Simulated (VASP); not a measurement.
# Ti2Al6H in VASP: notebook

Runs on Ti2Al6H. Level: PBE+D3(BJ). Tasks: single point.

Program: VASP 6.6.1. These are calculated values, not measurements. Logs are shortened: lines on timing, memory, paths and dates and some standing lists are left out, and cuts for length are marked.

## 1. The cell of the first run

The cell holds a slab with vacuum, 9 atoms: a = 5.024 Å, b = 5.024 Å, c = 21.219 Å, α = 90.00°, β = 90.00°, γ = 64.55°.

## 2. Single point, PBE+D3(BJ)

INCAR reads:

```
SYSTEM = Ti2Al6H
PREC = Accurate ; ENCUT = 520
EDIFF = 1E-6 ; ISMEAR = 0
SIGMA = 0.1 ; LREAL = .FALSE.
LASPH = .TRUE. ; NELM = 100
ALGO = Normal ; ISIF = 2
LWAVE = .FALSE. ; LCHARG = .TRUE.
LDIPOL = .TRUE. ; IDIPOL = 3
DIPOL = 0.5 0.5 0.308 ; GGA = PE
IVDW = 12 ; LELF = .TRUE.
LVHAR = .TRUE. ; LVACPOTAV = .TRUE.
NBANDS = 32
```

KPOINTS reads:

```
regular mesh
0
G
  6 6 1
  0 0 0
```

POSCAR reads:

```
Ti2Al6H
1.0
    5.0241861190      0.0000000000      0.0000000000
    2.1588814530      4.5367033218      0.0000000000
    0.0000000000      0.0000000000     21.2187109014
Al Ti H
6 2 1
Direct
    0.5000000000      0.0000000000      0.1885128658
    0.0000000000      0.5000000000      0.1885128658
    0.0000000000      0.0000000000      0.2517328341
    0.0000000000      0.5000000000      0.3193548961
    0.5000000000      0.0000000000      0.3193548961
    0.5000000000      0.5000000000      0.3826203646
    0.5000000000      0.5000000000      0.2517328341
    0.0000000000      0.0000000000      0.3797002555
    0.5000000000      0.5000000000      0.4863024408
```

Potentials or basis: VASP PAW PBE potentials, release 64 (Al, Ti_sv, H).

Run with:

```sh
cat potpaw_PBE.64/Al/POTCAR potpaw_PBE.64/Ti_sv/POTCAR potpaw_PBE.64/H/POTCAR > POTCAR
mpirun -np 1 vasp_std > vasp.out
```

OUTCAR:

```text
SYSTEM = Ti2Al6H
   PREC = Accurate
   ENCUT = 520
   EDIFF = 1E-6
   ISMEAR = 0
   LREAL = .FALSE.
   LASPH = .TRUE.
   NELM = 100
   ISIF = 2
   GGA = PE
   IVDW = 12
 IVDW          = 12

 ion  position               nearest neighbor table
   1  0.500  0.000  0.189-   2 2.68   2 2.68   5 2.78   7 2.85   7 2.85   3 2.85   3 2.85
   2  0.000  0.500  0.189-   1 2.68   1 2.68   4 2.78   3 2.85   3 2.85   7 2.85   7 2.85
   3  0.000  0.000  0.252-   7 2.68   7 2.68   8 2.72   2 2.85   2 2.85   1 2.85   1 2.85   4 2.89
                             4 2.89   5 2.89   5 2.89
   4  0.000  0.500  0.319-   5 2.68   5 2.68   2 2.78   8 2.82   8 2.82   6 2.85   6 2.85   3 2.89
                             3 2.89   7 2.89   7 2.89
   5  0.500  0.000  0.319-   4 2.68   4 2.68   1 2.78   8 2.82   8 2.82   6 2.85   6 2.85   7 2.89
                             7 2.89   3 2.89   3 2.89
   6  0.500  0.500  0.383-   8 2.68   8 2.68   7 2.78   5 2.85   5 2.85   4 2.85   4 2.85
   7  0.500  0.500  0.252-   3 2.68   3 2.68   6 2.78   1 2.85   1 2.85   2 2.85   2 2.85   5 2.89
                             5 2.89   4 2.89   4 2.89
   8  0.000  0.000  0.380-   6 2.68   6 2.68   3 2.72   4 2.82   4 2.82   5 2.82   5 2.82
   9  0.500  0.500  0.486-

  LATTYP: Found a base centered orthorhombic cell.
 ALAT       =     5.3657849248
 B/A-ratio  =     1.5833231892
 C/A-ratio  =     3.9544467769

  Lattice vectors:

 A1 = (  -2.1588814530,  -4.5367033218,   0.0000000000)
 A2 = (   5.0241861190,   0.0000000000,   0.0000000000)
 A3 = (   0.0000000000,   0.0000000000,  21.2187109014)

Analysis of symmetry for initial positions (statically):
=====================================================================
 Subroutine PRICEL returns:
 Original cell was already a primitive cell.

 Routine SETGRP: Setting up the symmetry group for a
 base centered orthorhombic supercell.

 Subroutine GETGRP returns: Found  4 space group operations
 (whereof  4 operations were pure point group operations)
 out of a pool of  8 trial point group operations.

The static configuration has the point symmetry C_2v.

Analysis of symmetry for dynamics (positions and initial velocities):
=====================================================================
 Subroutine PRICEL returns:
 Original cell was already a primitive cell.

 Routine SETGRP: Setting up the symmetry group for a
 base centered orthorhombic supercell.

 Subroutine GETGRP returns: Found  4 space group operations
 (whereof  4 operations were pure point group operations)
[... 116 lines left out ...]
   NUPDOWN=      -1.0000    fix difference up-down
   EMIN   =  10.00;   EMAX   =-10.00  energy-range for DOS
   EFERMI =   0.00;   METHOD = LEGACY
   ISMEAR =     0;   SIGMA  =   0.10  broadening in eV -4-tet -1-fermi 0-gaus
   EFERMI_NEDOS =   21; number of points for ismear=-14 and -15
   IALGO  =     38    algorithm
   IMIX   =      4    mixing-type and parameters
     AMIX     =   0.40;   BMIX     =  1.00
     AMIX_MAG =   1.60;   BMIX_MAG =  1.00
  volume/ion in A,a.u.               =      53.74       362.64
  Fermi-wavevector in a.u.,A,eV,Ry     =   0.730672  1.380770  7.263905  0.533882
  Thomas-Fermi vector in A             =   1.822700
   LORBIT       =      0    0 simple, 1 ext, 2 COOP (PROOUT), +10 PAW based schemes
   GGA     = PE    functional components
   LHFCALC =     F    Hartree Fock is set to
   AEXX    =    0.0000 exact exchange contribution
   IVDW    =    12    specifies the selected vdW correction
   LEPSILON=     F    determine dielectric tensor
   LRPA    =     F    only Hartree local field effects (RPA)
 non-spin polarized calculation
 Gauss-broadening in eV      SIGMA  =   0.10
  energy-cutoff  :      520.00
  volume of cell :      483.64
 maximum number of plane-waves:     13072
 NGX is ok and might be reduce to    40
   NGX = 19   NGY = 19   NGZ = 79

 dipolmoment           0.000000      0.000000     -0.003915 electrons x Angstroem

 number of electron      43.0000010 magnetization

 dipolmoment           0.000000      0.000000      0.069209 electrons x Angstroem

 Free energy of the ion-electron system (eV)
  ---------------------------------------------------
  ext. energy  EPLUGINS =         0.00000000
  ---------------------------------------------------
  free energy    TOTEN  =       -38.52464734 eV

  energy without entropy =      -38.48659176  energy(sigma->0) =      -38.50561955

 E-fermi :  -0.9482     XC(G=0):  -3.9618

 val. band max:       -0.9732057087   @ k =   0.3333   0.1667   0.0000
 cond. band min:      -0.9313569859   @ k =   0.3333   0.3333   0.0000
 fundamental gap:      0.0418487227
 Fermi energy:        -0.9481783457

 k-point     1 :       0.0000    0.0000    0.0000
  band No.  band energies     occupation
      1     -57.9255      2.00000
      2     -57.5238      2.00000
      3     -34.3978      2.00000
      4     -34.1872      2.00000
      5     -34.0572      2.00000
      6     -33.9385      2.00000
[... 444 lines left out ...]
     31       2.2976      0.00000
     32       2.3694      0.00000

------------------------ aborting loop because EDIFF is reached ----------------------------------------

 Edisp (eV)   -2.04904

 E8    (eV) :    -0.9724

  FORCE on cell =-STRESS in cart. coord.  units (eV):
  Direction    XX          YY          ZZ          XY          YZ          ZX
  --------------------------------------------------------------------------------------
  -------------------------------------------------------------------------------------
  Total      -3.88471    -2.17848    -7.76709    -1.79274     0.00000     0.00000
  in kB     -12.86897    -7.21671   -25.73025    -5.93887     0.00000     0.00000
  external pressure =      -15.27 kB  Pullay stress =        0.00 kB

 VOLUME and BASIS-vectors are now :
 -----------------------------------------------------------------------------
  energy-cutoff  :      520.00
  volume of cell :      483.64
      direct lattice vectors                 reciprocal lattice vectors
     5.024186119  0.000000000  0.000000000     0.199037212 -0.094715858  0.000000000
     2.158881453  4.536703322  0.000000000     0.000000000  0.220424376  0.000000000
     0.000000000  0.000000000 21.218710901     0.000000000  0.000000000  0.047128216

 POSITION                                       TOTAL-FORCE (eV/Angst)
 -----------------------------------------------------------------------------------
      2.51209      0.00000      4.00000        -0.000000      0.000000      0.594110
      1.07944      2.26835      4.00000        -0.000000      0.000000      0.594110
      0.00000      0.00000      5.34145         0.000000      0.000000     -0.471094
      1.07944      2.26835      6.77630        -0.000000      0.000000     -0.004147
      2.51209      0.00000      6.77630         0.000000      0.000000     -0.004147
      3.59153      2.26835      8.11871        -0.000000      0.000000      1.068246
      3.59153      2.26835      5.34145        -0.000000      0.000000     -0.082505
      0.00000      0.00000      8.05675         0.000000      0.000000      0.288633
      3.59153      2.26835     10.31871        -0.000000      0.000000     -1.983205
 -----------------------------------------------------------------------------------
    total drift:                                0.000000      0.000000     -0.000421

  FREE ENERGIE OF THE ION-ELECTRON SYSTEM (eV)
  ---------------------------------------------------
  free  energy   TOTEN  =       -40.5736885028 eV

  energy  without entropy=      -40.5356329276  energy(sigma->0) =      -40.55466072

 vacuum level on the upper side and lower side of the slab         3.755         3.205
```

OSZICAR:

```text
N       E                     dE             d eps       ncg     rms          rms(c)
DAV:   1     0.268763149152E+03    0.26876E+03   -0.18211E+04  1016   0.103E+03
DAV:   2    -0.116949738121E+02   -0.28046E+03   -0.27318E+03  1008   0.272E+02
DAV:   3    -0.400584080366E+02   -0.28363E+02   -0.27962E+02  1400   0.740E+01
[... 19 lines left out ...]
DAV:  23    -0.385246204663E+02   -0.97006E-05   -0.96046E-07   808   0.471E-03    0.176E-03
DAV:  24    -0.385246418052E+02   -0.21339E-04   -0.19356E-06   840   0.351E-03    0.956E-04
DAV:  25    -0.385246435069E+02   -0.17017E-05   -0.80210E-08   696   0.117E-03    0.546E-04
DAV:  26    -0.385246463831E+02   -0.28762E-05   -0.14568E-07   664   0.108E-03    0.313E-04
DAV:  27    -0.385246473369E+02   -0.95380E-06   -0.33911E-08   608   0.782E-04
   1 F= -.40573689E+02 E0= -.40554661E+02  d E =-.380556E-01
```

stdout:

```text
POSCAR found type information on POSCAR AlTiH
 POSCAR found :  3 types and       9 ions
 scaLAPACK will be used
 LDA part: xc-table for (Slater+PW92), standard interpolation
 POSCAR, INCAR and KPOINTS ok, starting setup
 FFT: planning ... GRIDC
 FFT: planning ... GRID_SOFT
 FFT: planning ... GRID
 WAVECAR not read
 entering main loop
 -----------------------------------------------------------------------------
|                                                                             |
|           W    W    AA    RRRRR   N    N  II  N    N   GGGG   !!!           |
|           W    W   A  A   R    R  NN   N  II  NN   N  G    G  !!!           |
|           W    W  A    A  R    R  N N  N  II  N N  N  G       !!!           |
|           W WW W  AAAAAA  RRRRR   N  N N  II  N  N N  G  GGG   !            |
|           WW  WW  A    A  R   R   N   NN  II  N   NN  G    G                |
|           W    W  A    A  R    R  N    N  II  N    N   GGGG   !!!           |
|                                                                             |
|     Did not find any points to average over, which means that no vacuum     |
|     field-free region was found. Please increase the size of  your cell     |
|     in the dimension of the dipole correction to obtain accurate            |
|     workfunction values.                                                    |
|                                                                             |
 -----------------------------------------------------------------------------
```

Wall time 14 min (1 thread of Intel Xeon 8259CL, shared host); peak memory 0.64 GiB.

Results:

```yaml
Free_energy: -40.5737 eV
Largest_force: 1.983 eV/Å
Band_gap_on_the_k_mesh: zero (an odd number of electrons rules out a gap without spin polarisation)
Dispersion_energy_per_atom: -0.228 eV
```

Forces in eV/Å, atoms in the order of the input:
```
Al   0.000  0.000  0.594
Al   0.000  0.000  0.594
Al   0.000  0.000 -0.471
Al   0.000  0.000 -0.004
Al   0.000  0.000 -0.004
Al   0.000  0.000  1.068
Ti   0.000  0.000 -0.083
Ti   0.000  0.000  0.289
H    0.000  0.000 -1.983
```

Levels at points of the mesh, in eV from the Fermi level:
```
           k point  band 17  band 18  band 19  band 20  band 21  band 22  band 23  band 24  band 25  band 26
(0.00, 0.00, 0.00)    -1.80    -1.14    -1.14    -1.11    -0.46    -0.29    -0.17     0.61     0.87     1.68
(0.50, 0.00, 0.00)    -1.53    -1.51    -0.65    -0.31    -0.09     0.23     0.50     0.76     0.93     1.10
(0.50, 0.50, 0.00)    -1.91    -1.80    -0.48    -0.37     0.06     0.21     0.50     0.55     0.75     0.81
```

## 3. Single point, PBE+D3(BJ)

INCAR reads:

```
PREC     = Accurate       # precision mode
ENCUT    = 520            # plane-wave cutoff, eV
EDIFF    = 1E-6           # SCF threshold, eV
ISMEAR   = 0              # smearing method
SIGMA    = 0.1            # smearing width, eV
LREAL    = F              # projectors in reciprocal space
LASPH    = T              # aspherical terms in the spheres
NELM     = 60             # most SCF steps
ALGO     = Normal         # electronic algorithm
ISIF     = 2              # what is computed and relaxed
LWAVE    = F              # write WAVECAR
LCHARG   = F              # write CHGCAR
LDIPOL   = T            
IDIPOL   = 3            
DIPOL    = 0.5 0.5 0.308
GGA      = PE             # functional
IVDW     = 12             # dispersion correction
NBANDS   = 32             # bands
```

KPOINTS reads:

```
regular mesh
0
Gamma
  6 6 1
```

POSCAR, as its differences from that of step 2:

```diff
@@ -16,2 +16,2 @@
     0.0000000000      0.0000000000      0.3797002555
-    0.5000000000      0.5000000000      0.4863024408
+    1.0000000000      1.0000000000      0.4863024408
```

Potentials or basis: VASP PAW PBE potentials, release 64 (Al, Ti_sv, H).

Run with:

```sh
cat potpaw_PBE.64/Al/POTCAR potpaw_PBE.64/Ti_sv/POTCAR potpaw_PBE.64/H/POTCAR > POTCAR
mpirun -np 1 vasp_std > vasp.out
```

OUTCAR:

```text
PREC = Accurate
   ENCUT = 520
   EDIFF = 1E-6
   ISMEAR = 0
   LREAL = F
   LASPH = T
   NELM = 60
   ISIF = 2
   GGA = PE
   IVDW = 12
 IVDW          = 12

 ion  position               nearest neighbor table
   1  0.500  0.000  0.189-   2 2.68   2 2.68   5 2.78   7 2.85   7 2.85   3 2.85   3 2.85
   2  0.000  0.500  0.189-   1 2.68   1 2.68   4 2.78   3 2.85   3 2.85   7 2.85   7 2.85
   3  0.000  0.000  0.252-   7 2.68   7 2.68   8 2.72   2 2.85   2 2.85   1 2.85   1 2.85   4 2.89
                             4 2.89   5 2.89   5 2.89
   4  0.000  0.500  0.319-   5 2.68   5 2.68   2 2.78   8 2.82   8 2.82   6 2.85   6 2.85   3 2.89
                             3 2.89   7 2.89   7 2.89
   5  0.500  0.000  0.319-   4 2.68   4 2.68   1 2.78   8 2.82   8 2.82   6 2.85   6 2.85   7 2.89
                             7 2.89   3 2.89   3 2.89
   6  0.500  0.500  0.383-   8 2.68   8 2.68   7 2.78   5 2.85   5 2.85   4 2.85   4 2.85
   7  0.500  0.500  0.252-   3 2.68   3 2.68   6 2.78   1 2.85   1 2.85   2 2.85   2 2.85   5 2.89
                             5 2.89   4 2.89   4 2.89
   8  0.000  0.000  0.380-   6 2.68   6 2.68   3 2.72   4 2.82   4 2.82   5 2.82   5 2.82
   9  0.000  0.000  0.486-

  LATTYP: Found a base centered orthorhombic cell.
 ALAT       =     5.3657849248
 B/A-ratio  =     1.5833231892
 C/A-ratio  =     3.9544467769

  Lattice vectors:

 A1 = (  -2.1588814530,  -4.5367033218,   0.0000000000)
 A2 = (   5.0241861190,   0.0000000000,   0.0000000000)
 A3 = (   0.0000000000,   0.0000000000,  21.2187109014)

Analysis of symmetry for initial positions (statically):
=====================================================================
 Subroutine PRICEL returns:
 Original cell was already a primitive cell.

 Routine SETGRP: Setting up the symmetry group for a
 base centered orthorhombic supercell.

 Subroutine GETGRP returns: Found  4 space group operations
 (whereof  4 operations were pure point group operations)
 out of a pool of  8 trial point group operations.

The static configuration has the point symmetry C_2v.

[... 149 lines left out ...]
 maximum number of plane-waves:     13072
 NGX is ok and might be reduce to    40
   NGX = 19   NGY = 19   NGZ = 79

 dipolmoment           0.000000      0.000000     -0.000015 electrons x Angstroem

 number of electron      43.0000010 magnetization

 dipolmoment           0.000000      0.000000      0.288132 electrons x Angstroem

 Free energy of the ion-electron system (eV)
  ---------------------------------------------------
  ext. energy  EPLUGINS =         0.00000000
  ---------------------------------------------------
  free energy    TOTEN  =       -38.59395953 eV

  energy without entropy =      -38.56420927  energy(sigma->0) =      -38.57908440

 E-fermi :  -1.6628     XC(G=0):  -3.9666

 val. band max:       -1.6740383838   @ k =   0.1667   0.1667   0.0000
 cond. band min:      -1.6420992104   @ k =  -0.1667   0.1667   0.0000
 fundamental gap:      0.0319391734
 Fermi energy:        -1.6628064918

 k-point     1 :       0.0000    0.0000    0.0000
  band No.  band energies     occupation
      1     -58.4481      2.00000
      2     -58.2401      2.00000
      3     -34.8183      2.00000
      4     -34.6497      2.00000
      5     -34.6488      2.00000
      6     -34.6365      2.00000
[... 444 lines left out ...]
     31       1.7636      0.00000
     32       1.8825      0.00000

------------------------ aborting loop because EDIFF is reached ----------------------------------------

 vacuum level on the upper side and lower side of the slab       (xc-potential included)         0.965        -1.252

 Edisp (eV)   -2.04663

 E8    (eV) :    -0.9713

  FORCE on cell =-STRESS in cart. coord.  units (eV):
  Direction    XX          YY          ZZ          XY          YZ          ZX
  --------------------------------------------------------------------------------------
  -------------------------------------------------------------------------------------
  Total      -4.11753    -2.41998    -4.89749    -1.78363     0.00000     0.00000
  in kB     -13.64024    -8.01672   -16.22403    -5.90868     0.00000     0.00000
  external pressure =      -12.63 kB  Pullay stress =        0.00 kB

 VOLUME and BASIS-vectors are now :
 -----------------------------------------------------------------------------
  energy-cutoff  :      520.00
  volume of cell :      483.64
      direct lattice vectors                 reciprocal lattice vectors
     5.024186119  0.000000000  0.000000000     0.199037212 -0.094715858  0.000000000
     2.158881453  4.536703322  0.000000000     0.000000000  0.220424376  0.000000000
     0.000000000  0.000000000 21.218710901     0.000000000  0.000000000  0.047128216

 POSITION                                       TOTAL-FORCE (eV/Angst)
 -----------------------------------------------------------------------------------
      2.51209      0.00000      4.00000         0.000000      0.000000      0.496071
      1.07944      2.26835      4.00000        -0.000000      0.000000      0.496071
      0.00000      0.00000      5.34145        -0.000000      0.000000     -0.544387
      1.07944      2.26835      6.77630         0.000000      0.000000     -0.086458
      2.51209      0.00000      6.77630        -0.000000      0.000000     -0.086458
      3.59153      2.26835      8.11871         0.000000      0.000000      0.349880
      3.59153      2.26835      5.34145         0.000000      0.000000     -0.649462
      0.00000      0.00000      8.05675         0.000000      0.000000      1.939742
      0.00000      0.00000     10.31871         0.000000      0.000000     -1.915000
 -----------------------------------------------------------------------------------
    total drift:                                0.000000      0.000000     -0.000368

  FREE ENERGIE OF THE ION-ELECTRON SYSTEM (eV)
  ---------------------------------------------------
  free  energy   TOTEN  =       -40.6405848565 eV

  energy  without entropy=      -40.6108345998  energy(sigma->0) =      -40.62570973

 vacuum level on the upper side and lower side of the slab         4.759         2.481
```

Run time: 13 min. Hardware: 1 thread of Intel Xeon 8259CL, shared host; peak memory 0.63 GiB.

Results:

| Quantity | Value |
| --- | --- |
| Free energy | -40.6406 eV |
| Largest force | 1.940 eV/Å |
| Band gap on the k mesh | zero (an odd number of electrons rules out a gap without spin polarisation) |
| Dispersion energy per atom | -0.227 eV |

Forces in eV/Å, atoms in the order of the input:
```
Al   0.000  0.000  0.496
Al   0.000  0.000  0.496
Al   0.000  0.000 -0.544
Al   0.000  0.000 -0.086
Al   0.000  0.000 -0.086
Al   0.000  0.000  0.350
Ti   0.000  0.000 -0.649
Ti   0.000  0.000  1.940
H    0.000  0.000 -1.915
```
